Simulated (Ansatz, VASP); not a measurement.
This is a calculation of Sn3Se for VASP 6.6.1.

POSCAR

```
Sn3Se
1.0
    4.6777916979      0.0000000000      0.0000000000
    0.0000000000      4.6777916979      0.0000000000
    0.0000000000      0.0000000000      4.6777916979
Sn Se
3 1
Direct
    0.5000000000      0.5000000000      0.0000000000
    0.5000000000      0.0000000000      0.5000000000
    0.0000000000      0.5000000000      0.5000000000
    0.0000000000      0.0000000000      0.0000000000
```

INCAR.step1

```
SYSTEM = Sn3Se
ALGO     = Normal         ! electronic algorithm
EDIFF    = 1E-4           ! SCF threshold, eV
ENCUT    = 520            ! plane-wave cutoff, eV
GGA      = PE             ! functional
ISMEAR   = -1             ! smearing method
LASPH    = .True.         ! aspherical terms in the spheres
LCHARG   = .False.        ! write CHGCAR
LREAL    = .False.        ! projectors in reciprocal space
LWAVE    = .True.         ! write WAVECAR
NBANDS   = 32             ! bands
NELM     = 100            ! most SCF steps
PREC     = Accurate       ! precision mode
SIGMA    = 0.05           ! smearing width, eV
```

File INCAR.step2:

```
SYSTEM = Sn3Se
ALGO     = Normal         ! electronic algorithm
EDIFF    = 1E-6           ! SCF threshold, eV
ENCUT    = 520            ! plane-wave cutoff, eV
ISIF     = 2              ! what is computed and relaxed
ISMEAR   = -1             ! smearing method
ISTART   = 1            
LASPH    = .True.         ! aspherical terms in the spheres
LCHARG   = .False.        ! write CHGCAR
LMIXTAU  = .True.       
LREAL    = .False.        ! projectors in reciprocal space
LWAVE    = .False.        ! write WAVECAR
METAGGA  = R2SCAN         ! meta-GGA
NBANDS   = 32             ! bands
NELM     = 100            ! most SCF steps
PREC     = Accurate       ! precision mode
SIGMA    = 0.05           ! smearing width, eV
```

KPOINTS

```
k-points
0
Gamma
  6 6 6
  0 0 0
```

Potentials or basis: VASP PAW PBE potentials, release 64 (Sn_d, Se).

Command:

```bash
$ cat potpaw_PBE.64/Sn_d/POTCAR potpaw_PBE.64/Se/POTCAR > POTCAR
$ cp INCAR.step1 INCAR
$ mpirun -np 1 vasp_std > vasp.out
$ cp INCAR.step2 INCAR
$ mpirun -np 1 vasp_std > vasp.out
```

Question: Set up the same calculation for Ansatz 0.2.0. Potentials there: Ansatz PAW.

Answer: As run (the cutoff follows the program's own potentials):

input.yaml

```yaml
crystal:
  lattice:
    - [4.6777916979, 0.0, 0.0]
    - [0.0, 4.6777916979, 0.0]
    - [0.0, 0.0, 4.6777916979]
  atoms:
    - { symbol: Sn, position: [0.5, 0.5, 0.0] }
    - { symbol: Sn, position: [0.5, 0.0, 0.5] }
    - { symbol: Sn, position: [0.0, 0.5, 0.5] }
    - { symbol: Se, position: [0.0, 0.0, 0.0] }
hamiltonian:
  xc: r2scan
  pseudopotentials: { kind: paw }
kpoints:
  mp_grid: { grid: [6, 6, 6] }
scf:
  occupations: { method: fermi_dirac, width: 0.05 }
output:
  forces: true
  stress: true
  eigenvalues: true
```

Potentials or basis: Ansatz PAW.

Launch:

```bash
$ ansatz run input.yaml --threads 2 --pin off --max-ram 5632MiB --backend cpu --events-out ev --progress --plain --runs-dir out
```

Both were run:

|  | VASP | Ansatz | Ansatz less VASP |
| --- | --- | --- | --- |
| gap on the k mesh at the Fermi level (eV) | none | none | - |
| pressure (GPa) | 1.5 | 1.5 | 0.00 |

VASP's potentials were made for PBE, not for r2SCAN. A gap of «none» marks a metal or a gap that the smearing closes. VASP's potentials hold 48 valence electrons a cell and Ansatz's 58, so a difference there can come from the potentials and not from the codes.
